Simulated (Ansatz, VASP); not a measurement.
**One calculation of In, two programs**

The input INCAR:

```
ALGO     = Normal         # electronic algorithm
EDIFF    = 1E-6           # SCF threshold, eV
ENCUT    = 520            # plane-wave cutoff, eV
GGA      = PS             # functional
ISIF     = 2              # what is computed and relaxed
ISMEAR   = -1             # smearing method
LASPH    = T              # aspherical terms in the spheres
LCHARG   = F              # write CHGCAR
LREAL    = F              # projectors in reciprocal space
LWAVE    = F              # write WAVECAR
NBANDS   = 20             # bands
NELM     = 80             # most SCF steps
PREC     = Accurate       # precision mode
SIGMA    = 0.1            # smearing width, eV
```

The input KPOINTS:

```
k-points
0
Gamma
  9 9 9
```

File POSCAR:

```
In
1.0
    0.0000000000      3.1433576137      3.1433576137
    3.1433576137      0.0000000000      3.1433576137
    3.1433576137      3.1433576137      0.0000000000
In
2
Direct
    0.1250000000      0.1250000000      0.1250000000
    0.8750000000      0.8750000000      0.8750000000
```

Input for Ansatz:

```yaml
crystal:
  lattice:
    - [0.0, 3.1433576137, 3.1433576137]
    - [3.1433576137, 0.0, 3.1433576137]
    - [3.1433576137, 3.1433576137, 0.0]
  atoms:
    - { symbol: In, position: [0.125, 0.125, 0.125] }
    - { symbol: In, position: [0.875, 0.875, 0.875] }
hamiltonian:
  xc: pbesol
  pseudopotentials:
    kind: paw
    azcp:
      In: "pseudopotentials/In.paw.azcp"
basis:
  ecutwfc: 420
  fft_grid_basis: typed
kpoints:
  mp_grid: { grid: [9, 9, 9], shift: [0, 0, 0] }
magnetization:
  spin_polarized: false
scf:
  occupations: { method: fermi_dirac, width: 0.1 }
  lower_state_search: "off"
output:
  stress: true
```

Alike in both runs: task single point; functional PBEsol; k mesh 9 × 9 × 9; occupations fermi-dirac, width 0.1 eV; no spin polarisation.

|  | VASP | Ansatz |
| --- | --- | --- |
| version | VASP 6.6.1 | Ansatz 0.2.0 |
| potentials or method | VASP PAW PBE potentials, release 64 (In_d), cutoff 520 eV | plane waves (420 eV) with PAW, scalar-relativistic |
| valence electrons in the cell | 26 | 26 |

VASP gave:

* pressure (GPa): 5.0

**Question.** Estimate Ansatz's values.

**Answer.** Pressure (GPa): 5.1.

VASP's potentials were made for PBE, not for PBEsol, and Ansatz warns of the same on its side.
